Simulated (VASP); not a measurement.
# Si31O (a cell with a defect) in VASP: notebook

The runs below take Si31O (a cell with a defect) through single point, with PBE.

Everything below comes from runs of VASP 6.6.1. Logs are shortened: lines on timing, memory, paths and dates and some standing lists are left out, and cuts for length are marked.

### Step 1. The cell of the first run

The cell holds a defect, 32 atoms: a = 7.590 Å, b = 7.590 Å, c = 12.710 Å, α = 90.00°, β = 90.00°, γ = 120.00°.

### Step 2. Single point, PBE, collinear spin

INCAR

```
SYSTEM = Si31O
PREC = Accurate
ENCUT = 520
EDIFF = 1E-6
ISMEAR = 0
SIGMA = 0.05
LREAL = Auto
LASPH = .TRUE.
NELM = 150
ALGO = Normal
ISIF = 2
LWAVE = .FALSE.
LCHARG = .FALSE.
ISPIN = 2
MAGMOM = 0.2 0 0 0 0 0 0 0 0 0 0 0 0.2 0 0 0 0.2 0.2 0 0.2 0 0 0 0 0 0 0 0 0 0 0 0
LORBIT = 11
GGA = PE
NBANDS = 91
NELECT = 129.0
```

KPOINTS

```
regular mesh
0
G
  3 3 1
  0 0 0
```

POSCAR

```
Si31O
1.0
    7.5896000000      0.0000000000      0.0000000000
   -3.7948000000      6.5727860000      0.0000000000
    0.0000000000      0.0000000000     12.7099000000
O Si
1 31
Direct
   -0.0657189790     -0.0328784719      0.4436380671
   -0.0234950381      0.4882447636      0.4160543186
    0.5118768224      0.0009248654      0.4101242740
    0.5118582575      0.5109109320      0.4101303646
   -0.0005909491     -0.0002709963      0.9117405557
   -0.0057803778      0.4971133711      0.8998860206
    0.5005831922     -0.0005812741      0.9065010896
    0.5005842233      0.5011708054      0.9064848471
    0.0089126301      0.0044641463      0.0981213600
    0.0007221480      0.5003770292      0.0838262058
    0.5136060166     -0.0010948955      0.0933460234
    0.5136058209      0.5147082350      0.0933434960
   -0.0325890188     -0.0163282085      0.5763380398
   -0.0108270192      0.4945614181      0.5983242012
    0.4846028628     -0.0017827282      0.5931537408
    0.4845665773      0.4863668130      0.5931568272
    0.2163188989      0.4459879983      0.3249829282
    0.2162328853      0.7704396814      0.3250061963
    0.6564310236      0.3282059560      0.3393082137
    0.7162378619      0.8580890117      0.3703676115
    0.3273697505      0.1636753870      0.8418759430
    0.3317350722      0.6658803526      0.8424460931
    0.8320151825      0.1605027865      0.8406772760
    0.8320421732      0.6715505977      0.8406828203
    0.1764019110      0.3453974236      0.1499735461
    0.1764164913      0.8310298543      0.1499722003
    0.6697357029      0.3348681893      0.1530546816
    0.6847957913      0.8424105503      0.1738925939
    0.3015210739      0.1507484689      0.6511578735
    0.3272147074      0.6636191027      0.6553286422
    0.8190991618      0.1570215303      0.6550094516
    0.8190773080      0.6620085347      0.6549989059
```

Potentials or basis: VASP PAW PBE potentials, release 64 (O, Si).

Command:

```bash
$ cat potpaw_PBE.64/O/POTCAR potpaw_PBE.64/Si/POTCAR > POTCAR
$ mpirun -np 1 vasp_std > vasp.out
```

OUTCAR:

```text
SYSTEM = Si31O
   PREC = Accurate
   ENCUT = 520
   EDIFF = 1E-6
   ISMEAR = 0
   LREAL = Auto
   LASPH = .TRUE.
   NELM = 150
   ISIF = 2
   ISPIN = 2
   LORBIT = 11
   GGA = PE
   NELECT = 129.0

 ion  position               nearest neighbor table
   1  0.934  0.967  0.444-  13 1.70  20 1.71
   2  0.977  0.488  0.416-  17 2.31  18 2.31  14 2.32  19 2.32
   3  0.512  0.001  0.410-  18 2.31  15 2.33  19 2.34  20 2.35
   4  0.512  0.511  0.410-  17 2.31  16 2.33  19 2.34  20 2.35
   5  0.999  1.000  0.912-  21 2.33  23 2.34  24 2.34   9 2.37
   6  0.994  0.497  0.900-  22 2.34  23 2.34  24 2.34  10 2.34
   7  0.501  0.999  0.907-  23 2.33  22 2.34  21 2.37  11 2.38
   8  0.501  0.501  0.906-  24 2.33  22 2.34  21 2.37  12 2.38
   9  0.009  0.004  0.098-  25 2.34  26 2.34  28 2.34   5 2.37
  10  0.001  0.500  0.084-  26 2.33  25 2.33   6 2.34  27 2.35
  11  0.514  0.999  0.093-  26 2.33  27 2.34   7 2.38  28 2.39
  12  0.514  0.515  0.093-  25 2.33  27 2.34   8 2.38  28 2.39
  13  0.967  0.984  0.576-   1 1.70  32 2.34  31 2.34  29 2.39  20 3.09
  14  0.989  0.495  0.598-   2 2.32  32 2.33  31 2.33  30 2.34
  15  0.485  0.998  0.593-  29 2.33   3 2.33  31 2.34  30 2.34
  16  0.485  0.486  0.593-  29 2.33   4 2.33  32 2.34  30 2.34
  17  0.216  0.446  0.325-   2 2.31   4 2.31  25 2.32  18 2.46
  18  0.216  0.770  0.325-   2 2.31   3 2.31  26 2.32  17 2.46
  19  0.656  0.328  0.339-   2 2.32   3 2.34   4 2.34  27 2.37
  20  0.716  0.858  0.370-   1 1.71   4 2.35   3 2.35  28 2.51  13 3.09
  21  0.327  0.164  0.842-   5 2.33   7 2.37   8 2.37  29 2.43
  22  0.332  0.666  0.842-   6 2.34   7 2.34   8 2.34  30 2.38
  23  0.832  0.161  0.841-   7 2.33   6 2.34   5 2.34  31 2.36
  24  0.832  0.672  0.841-   8 2.33   6 2.34   5 2.34  32 2.36
  25  0.176  0.345  0.150-  17 2.32  12 2.33  10 2.33   9 2.34
  26  0.176  0.831  0.150-  18 2.32  11 2.33  10 2.33   9 2.34
  27  0.670  0.335  0.153-  11 2.34  12 2.34  10 2.35  19 2.37
  28  0.685  0.842  0.174-   9 2.34  11 2.39  12 2.39  20 2.51
  29  0.302  0.151  0.651-  15 2.33  16 2.33  13 2.39  21 2.43
  30  0.327  0.664  0.655-  14 2.34  15 2.34  16 2.34  22 2.38
  31  0.819  0.157  0.655-  14 2.33  15 2.34  13 2.34  23 2.36
  32  0.819  0.662  0.655-  14 2.33  16 2.34  13 2.34  24 2.36

  LATTYP: Found a hexagonal cell.
 ALAT       =     7.5896000000
 C/A-ratio  =     1.6746468852

  Lattice vectors:

 A1 = (   7.5896000000,   0.0000000000,   0.0000000000)
 A2 = (  -3.7948000000,   6.5727860000,   0.0000000000)
 A3 = (   0.0000000000,   0.0000000000,  12.7099000000)

Analysis of symmetry for initial positions (statically):
=====================================================================
 Subroutine PRICEL returns:
 Original cell was already a primitive cell.

 Routine SETGRP: Setting up the symmetry group for a
 hexagonal supercell.

 Subroutine GETGRP returns: Found  1 space group operations
 (whereof  1 operations were pure point group operations)
 out of a pool of 24 trial point group operations.

The static configuration has the point symmetry C_1 .

Analysis of symmetry for dynamics (positions and initial velocities):
=====================================================================
 Subroutine PRICEL returns:
 Original cell was already a primitive cell.

 Routine SETGRP: Setting up the symmetry group for a
 hexagonal supercell.

 Subroutine GETGRP returns: Found  1 space group operations
 (whereof  1 operations were pure point group operations)
 out of a pool of 24 trial point group operations.

The dynamic configuration has the point symmetry C_1 .

Analysis of structural, dynamic, and magnetic symmetry:
=====================================================================
 Subroutine PRICEL returns:
 Original cell was already a primitive cell.

 Routine SETGRP: Setting up the symmetry group for a
 hexagonal supercell.

 Subroutine GETGRP returns: Found  1 space group operations
 (whereof  1 operations were pure point group operations)
 out of a pool of 24 trial point group operations.

The overall configuration has the point symmetry C_1 .

 Subroutine INISYM returns: Found  1 space group operations
 (whereof  1 operations are pure point group operations),
 and found     1 'primitive' translations

----------------------------------------------------------------------------------------

                                     Primitive cell

  volume of cell :     634.0310

  direct lattice vectors                    reciprocal lattice vectors
     7.589600000  0.000000000  0.000000000     0.131759249  0.076071243  0.000000000
    -3.794800000  6.572786000  0.000000000     0.000000000  0.152142486  0.000000000
[... 118 lines left out ...]
   ICHARG =      2    charge: 1-file 2-atom 10-const
   ISPIN  =      2    spin polarized calculation?
   LNONCOLLINEAR =      F non collinear calculations
   LSORBIT =      F    spin-orbit coupling
   LASPH  =      T    aspherical Exc in radial PAW
   ENCUT  =  520.0 eV  38.22 Ry    6.18 a.u.  14.11 14.11 23.63*2*pi/ulx,y,z
   NELM   =    150;   NELMIN=  2; NELMDL= -5     # of ELM steps
   EDIFF  = 0.1E-05   stopping-criterion for ELM
   LREAL  =      T    real-space projection
   EDIFFG = 0.1E-04   stopping-criterion for IOM
   NSW    =      0    number of steps for IOM
   IBRION =     -1    ionic relax: 0-MD 1-quasi-New 2-CG
   NFREE  =      0    steps in history (QN), initial steepest desc. (CG)
   ISIF   =      2    stress and relaxation
   ISYM   =      2    0-nonsym 1-usesym 2-fastsym
   POTIM  = 0.5000    time-step for ionic-motion
   TEBEG  =    0.0;   TEEND  =   0.0 temperature during run
   PSTRESS=    0.0 pullay stress
   NELECT =     129.0000    total number of electrons
   NUPDOWN=      -1.0000    fix difference up-down
   EMIN   =  10.00;   EMAX   =-10.00  energy-range for DOS
   EFERMI =   0.00;   METHOD = LEGACY
   ISMEAR =     0;   SIGMA  =   0.05  broadening in eV -4-tet -1-fermi 0-gaus
   EFERMI_NEDOS =   21; number of points for ismear=-14 and -15
   IALGO  =     38    algorithm
   IMIX   =      4    mixing-type and parameters
     AMIX     =   0.40;   BMIX     =  1.00
     AMIX_MAG =   1.60;   BMIX_MAG =  1.00
  volume/ion in A,a.u.               =      19.81       133.71
  Fermi-wavevector in a.u.,A,eV,Ry     =   0.962871  1.819561 12.614229  0.927120
  Thomas-Fermi vector in A             =   2.092367
   LORBIT       =     11    0 simple, 1 ext, 2 COOP (PROOUT), +10 PAW based schemes
   GGA     = PE    functional components
   LHFCALC =     F    Hartree Fock is set to
   AEXX    =    0.0000 exact exchange contribution
   IVDW    =     0    specifies the selected vdW correction
   LEPSILON=     F    determine dielectric tensor
   LRPA    =     F    only Hartree local field effects (RPA)
 spin polarized calculation
 Gauss-broadening in eV      SIGMA  =   0.05
  energy-cutoff  :      520.00
  volume of cell :      634.03
 maximum number of plane-waves:     17112
   NGX = 29   NGY = 29   NGZ = 47

 number of electron     128.9999997 magnetization       0.0023708

 Free energy of the ion-electron system (eV)
  ---------------------------------------------------
  ext. energy  EPLUGINS =         0.00000000
  ---------------------------------------------------
  free energy    TOTEN  =      -179.61246211 eV

  energy without entropy =     -179.59408703  energy(sigma->0) =     -179.60327457

 E-fermi :   5.3313     XC(G=0):  -9.3356

 val. band max:        5.3262273922   @ k =   0.3333   0.0000   0.0000
 cond. band min:       5.6779794469   @ k =   0.0000   0.0000   0.0000
 fundamental gap:      0.3517520547
 Fermi energy:         5.3313042199

 spin component 1

 k-point     1 :       0.0000    0.0000    0.0000
  band No.  band energies     occupation
      1     -14.4803      1.00000
      2      -6.2751      1.00000
      3      -5.6283      1.00000
      4      -5.4597      1.00000
      5      -4.3651      1.00000
      6      -4.1304      1.00000
[... 384 lines left out ...]
     75       8.3350      0.00000
     76       8.4099      0.00000
 Fermi energy:         5.3313042199

 spin component 2

 k-point     1 :       0.0000    0.0000    0.0000
  band No.  band energies     occupation
      1     -14.4803      1.00000
      2      -6.2750      1.00000
      3      -5.6282      1.00000
      4      -5.4596      1.00000
      5      -4.3650      1.00000
      6      -4.1303      1.00000
[... 384 lines left out ...]
     75       8.3351      0.00000
     76       8.4100      0.00000
 [bands above 76 left out]

------------------------ aborting loop because EDIFF is reached ----------------------------------------

  FORCE on cell =-STRESS in cart. coord.  units (eV):
  Direction    XX          YY          ZZ          XY          YZ          ZX
  --------------------------------------------------------------------------------------
  -------------------------------------------------------------------------------------
  Total        4.1244865      3.8100890    -13.0593603      0.2774748     -2.5257257     -4.3701938
  in kB       10.4224533      9.6279803    -33.0006104      0.7011706     -6.3824328    -11.0433482
  external PRESSURE =      -4.3167256 kB  Pullay stress =       0.0000000 kB

 VOLUME and BASIS-vectors are now :
 -----------------------------------------------------------------------------
  energy-cutoff  :      520.00
  volume of cell :      634.03
      direct lattice vectors                 reciprocal lattice vectors
     7.589600000  0.000000000  0.000000000     0.131759249  0.076071243  0.000000000
    -3.794800000  6.572786000  0.000000000     0.000000000  0.152142486  0.000000000
     0.000000000  0.000000000 12.709900000     0.000000000  0.000000000  0.078678825

 POSITION                                       TOTAL-FORCE (eV/Angst)
 -----------------------------------------------------------------------------------
      3.42079      6.35668      5.63860        -0.013155     -0.007058      0.130229
      5.55849      3.20913      5.28801        -0.040918     -0.022974      0.055631
      3.88143      0.00608      5.21264        -0.073387     -0.039157      0.045745
      1.94599      3.35811      5.21272        -0.070631     -0.043445      0.045426
      3.79134      6.57100     11.58813        -0.046771     -0.027879      0.188919
      5.65928      3.26742     11.43746        -0.058771     -0.033428      0.180306
[... 24 lines left out ...]
      5.62077      1.03207      8.32510        -0.024992     -0.026626      0.231069
      3.70428      4.35124      8.32497        -0.035964     -0.007749      0.233152
 -----------------------------------------------------------------------------------
    total drift:                               -0.010586     -0.006221      0.001953

  FREE ENERGIE OF THE ION-ELECTRON SYSTEM (eV)
  ---------------------------------------------------
  free  energy   TOTEN  =      -179.6124621108 eV

  energy  without entropy=     -179.5940870310  energy(sigma->0) =     -179.60327457

 total charge

# of ion       s       p       d       tot
------------------------------------------
    1        1.559   3.546   0.000   5.105
    2        0.753   0.942   0.000   1.695
    3        0.748   0.948   0.000   1.697
    4        0.748   0.948   0.000   1.697
    5        0.750   0.936   0.000   1.687
    6        0.752   0.943   0.000   1.694
[... 24 lines left out ...]
   31        0.752   0.947   0.000   1.699
   32        0.752   0.947   0.000   1.699
--------------------------------------------------
tot         24.839  32.359   0.000  57.198

 magnetization (x)

# of ion       s       p       d       tot
------------------------------------------
    1       -0.000   0.000   0.000   0.000
    2       -0.000   0.000   0.000   0.000
    3       -0.000   0.000   0.000   0.000
    4       -0.000   0.000   0.000   0.000
    5       -0.000   0.000   0.000   0.000
    6       -0.000   0.000   0.000   0.000
[... 24 lines left out ...]
   31       -0.000   0.000   0.000   0.000
   32       -0.000   0.000   0.000   0.000
--------------------------------------------------
tot         -0.000   0.000   0.000   0.000
```

It took 12 min on 1 thread of AMD EPYC 9R45 (Zen 5), shared host; peak memory 1 GiB.

What came out:

```
Free energy                                           : -179.6125 eV
Largest force                                         : 0.268 eV/Å
Net moment                                            : 0.00 μB per cell
Valence electrons inside the program's atomic spheres : O 5.11; Si 1.70, 1.69, 1.68, 1.61, 1.59, 1.66, 1.64, 1.67 (each value once)
```

Forces on the atoms (eV/Å):
```
O   -0.013 -0.007  0.130
Si  -0.041 -0.023  0.056
Si  -0.073 -0.039  0.046
Si  -0.071 -0.043  0.045
Si  -0.047 -0.028  0.189
Si  -0.059 -0.033  0.180
Si  -0.015  0.013  0.209
Si   0.004 -0.020  0.211
Si   0.038  0.022 -0.083
Si   0.062  0.035 -0.131
Si   0.017 -0.034 -0.156
Si  -0.022  0.032 -0.157
Si   0.051  0.029 -0.261
Si   0.033  0.019 -0.183
Si   0.050  0.030 -0.166
Si   0.052  0.029 -0.165
Si   0.038 -0.027 -0.035
Si  -0.002  0.044 -0.034
Si   0.054  0.031 -0.080
Si   0.061  0.036 -0.069
Si  -0.004 -0.002 -0.253
Si   0.041  0.023 -0.256
Si   0.038 -0.001 -0.202
Si   0.017  0.033 -0.203
Si  -0.049 -0.050  0.104
Si  -0.070 -0.017  0.104
Si  -0.011 -0.006  0.166
Si   0.039  0.021  0.121
Si  -0.016 -0.009  0.190
Si  -0.042 -0.024  0.220
Si  -0.025 -0.027  0.231
Si  -0.036 -0.008  0.233
```

Levels at points of the mesh, in eV from the Fermi level:
Spin up:
```tsv
k point	band 63	band 64	band 65	band 66	band 67	band 68
(0.00, 0.00, 0.00)	-0.15	0.35	0.39	1.04	1.13	1.15
```
Spin down:
```
           k point  band 63  band 64  band 65  band 66  band 67  band 68
(0.00, 0.00, 0.00)    -0.15     0.35     0.39     1.04     1.13     1.15
```

Caveat: the k points lie up to 0.49 Å⁻¹ apart; the cell carries a net charge on a neutralising background, which shifts energy and pressure; the cell is charged against a uniform background, so pressure and absolute levels hang on convention.

[end of part 1 of 2]
